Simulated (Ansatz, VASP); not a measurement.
# Two plane-wave programs on TiAl4Ni3

Contents of INCAR:

```
SYSTEM = TiAl4Ni3
PREC = Accurate
ENCUT = 600
EDIFF = 1E-6
ISMEAR = 0
SIGMA = 0.1
LREAL = .FALSE.
LASPH = .TRUE.
NELM = 100
ALGO = Fast
ISIF = 3
LWAVE = .FALSE.
LCHARG = .FALSE.
GGA = PE
IBRION = 2
NSW = 90
EDIFFG = -0.04
```

File KPOINTS:

```
Automatic mesh
0
G
  6 6 2
  0 0 0
```

The input POSCAR:

```
TiAl4Ni3
1.0
    2.8313211582      0.0000000000      0.0000000000
    0.0000000000      2.8313211582      0.0000000000
    0.0000000000      0.0000000000     13.1262926898
Ti Al Ni
1 4 3
Direct
    0.5000000000      0.5000000000      0.0000000000
    0.0000000000      0.0000000000      0.8452007450
    0.0000000000      0.0000000000      0.1547992550
    0.0000000000      0.0000000000      0.3849847461
    0.0000000000      0.0000000000      0.6150152539
    0.5000000000      0.5000000000      0.2702537133
    0.5000000000      0.5000000000      0.5000000000
    0.5000000000      0.5000000000      0.7297462867
```

Input for Ansatz:

```yaml
crystal:
  lattice:
    - [2.8313211582, 0.0, 0.0]
    - [0.0, 2.8313211582, 0.0]
    - [0.0, 0.0, 13.1262926898]
  atoms:
    - { symbol: Ti, position: [0.5, 0.5, 0.0] }
    - { symbol: Al, position: [0.0, 0.0, 0.845200745] }
    - { symbol: Al, position: [0.0, 0.0, 0.154799255] }
    - { symbol: Al, position: [0.0, 0.0, 0.3849847461] }
    - { symbol: Al, position: [0.0, 0.0, 0.6150152539] }
    - { symbol: Ni, position: [0.5, 0.5, 0.2702537133] }
    - { symbol: Ni, position: [0.5, 0.5, 0.5] }
    - { symbol: Ni, position: [0.5, 0.5, 0.7297462867] }
basis:
  ecutwfc: 420
kpoints:
  mp_grid: { grid: [6, 6, 2] }
hamiltonian:
  xc: pbe
scf:
  occupations: { method: gaussian, width: 0.1 }
  lower_state_search: "off"
output:
  forces: true
  stress: true
  eigenvalues: true
relax:
  adjacent_minimum: "off"
  f_tol: 0.04
  max_steps: 70
  cell: { stress_tol: 0.4 }
```

Alike in both runs: task relaxation of cell and atoms; functional PBE; k mesh 6 × 6 × 2; occupations gaussian, width 0.1 eV; no spin polarisation.

|  | VASP | Ansatz |
| --- | --- | --- |
| version | VASP 6.6.1 | Ansatz 0.2.0 |
| potentials or method | VASP PAW PBE potentials, release 64 (Ti_sv, Al, Ni), cutoff 600 eV | scalar-relativistic, plane waves, PAW |
| valence electrons in the cell | 54 | 78 |

|  | VASP | Ansatz | Ansatz less VASP |
| --- | --- | --- | --- |
| gap on the k mesh at the Fermi level, each at its own relaxed structure (eV) | none | none | - |
| relaxed volume (Å³/atom) | 13.13 | 13.15 | +0.020 |
| relaxed cell length with the largest relative difference (Å) | 2.865 | 2.869 | +0.0036 |

A gap of «none» marks a metal or a gap that the smearing closes. VASP's potentials hold 54 valence electrons a cell and Ansatz's 78, so a difference there can come from the potentials and not from the codes.

The k mesh is coarse, so the values compare programs but aren't converged.
